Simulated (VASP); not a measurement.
## HfO2: single point with PBE

HfO2:

```xyz
6
Lattice="4.8813 0.0000 0.0000 0.0000 4.8813 0.0000 0.0000 0.0000 3.2380" Properties=species:S:1:pos:R:3 pbc="T T T"
Hf   -0.3659   -0.3659    0.0000
Hf    2.4406    2.4406    1.6190
O     0.9511    3.9302    1.6190
O     1.4896    1.4896    0.0000
O     3.3917    3.3917    0.0000
O     3.9302    0.9511    1.6190
```

This cell differs from its parent crystal: atom 1 (Hf) moved by -0.517 Å along [1 1 0] and +0.000 Å along [0 0 1].

```
Program                : VASP 6.6.1
Task                   : single point
Functional             : PBE
Potentials or basis    : VASP PAW PBE potentials, release 64 (Hf_pv, O)
Cutoff                 : 520 eV
k mesh                 : 6 × 6 × 8
Occupations            : gaussian, width 0.05 eV
Spin                   : no spin polarisation
Dipole correction      : no
Further INCAR settings : ALGO = Normal; EDIFF = 1e-07; NBANDS = 31
```

```
Pressure               : 18.8 GPa
Largest force          : 24.447 eV/Å
Band gap on the k mesh : 2.19 eV
```

Forces in eV/Å, atoms in the order of the input:
```
Hf   17.286  17.286   0.000
Hf   -4.273  -4.273   0.000
O    -0.921  -0.627   0.000
O     1.532   1.532   0.000
O   -12.998 -12.998   0.000
O    -0.627  -0.921   0.000
```

Stress tensor (GPa, compression positive):
```
29.43 39.79  0.00
39.79 29.43  0.00
 0.00  0.00 -2.57
```

Levels at points of the mesh, in eV from the valence-band top:
```csv
k point,band 19,band 20,band 21,band 22,band 23,band 24,band 25,band 26
"(0.00, 0.00, 0.00)",-1.70,-1.47,-1.23,0.00,2.19,3.37,4.65,4.93
"(0.50, 0.00, 0.00)",-2.21,-1.54,-1.47,-0.38,2.77,3.91,5.05,5.10
"(0.50, 0.50, 0.00)",-1.67,-1.50,-1.40,-0.90,2.53,3.73,4.88,5.30
"(0.00, 0.00, 0.50)",-1.66,-1.60,-1.36,-1.15,4.44,4.61,4.70,5.43
"(0.50, 0.00, 0.50)",-1.87,-1.58,-1.37,-0.77,3.85,4.15,5.07,5.60
"(0.50, 0.50, 0.50)",-1.41,-1.17,-1.02,-0.37,3.83,4.90,5.01,5.37
```

It took 86 s on 1 thread of AMD EPYC 9R45 96-Core Processor (Zen 5), on a shared host, peak memory 0.23 GiB.

Caveat: the cell differs from its parent crystal (atom 1 (Hf) moved by -0.517 Å along [1 1 0] and +0.000 Å along [0 0 1]); the stress differs along the axes, from -3 to 29 GPa; spin-orbit coupling is left out, which moves the levels of the heavy elements; forces of over 1 eV/Å act on the atoms, so gaps and moduli don't describe the material at rest. A k mesh can miss the band edges.
